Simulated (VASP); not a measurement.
Runs of VASP 6.6.1 on Co. The structure is that of space group Pm-3m (No. 221), or close to it. The cells are those of the table. 

| task | level | U | cell | cutoff (eV) | k mesh for the DOS | occupations for the DOS | gap on the mesh (eV) | pressure (GPa) | moment (μB) |
| --- | --- | --- | --- | --- | --- | --- | --- | --- | --- |
| single point | PBE+U | Co d U = 1.0 eV | a = 2.058 Å, 1 atom | 520 | - | - | none | 120.7 | 1.33 |
| single point | PBE | - | a = 2.208 Å, 1 atom | 520 | - | - | none | (a) | (c) |
| single point | PBE | - | a = 2.340 Å, 1 atom | 520 | - | - | none | -0.6 | 1.87 |
| relaxation of cell and atoms | PBE | - | relaxed from a = 2.271 Å, 1 atom | 600 | - | - | none | 0.0 | 1.87 |
| density of states | PBE | - | a = 2.340 Å, 1 atom | 520 | 26 × 26 × 26 | tetrahedron | - | - | 1.87 |
| single point | PBE | - | a = 2.058 Å, 1 atom | 520 | - | - | none | 122.7 | 1.11 |
| single point | PBE | - | a = 2.276 Å, 1 atom | 520 | - | - | none | (b) | 1.73 |

Alike in all rows: potentials or basis VASP PAW PBE potentials, release 64 (Co); spin collinear, ferromagnetic start; k mesh 17 × 17 × 17; smearing fermi-dirac 0.05 eV.

Task: Fill in the values left out.

Result: (a) 31.9; (b) 12.3; (c) 1.48.

Caveats: the U is typed as a test and isn't derived for this compound (some runs); tetrahedron occupations give inexact forces and stress in metals (some runs).

A gap of «none» marks levels without a gap at the run's occupations.
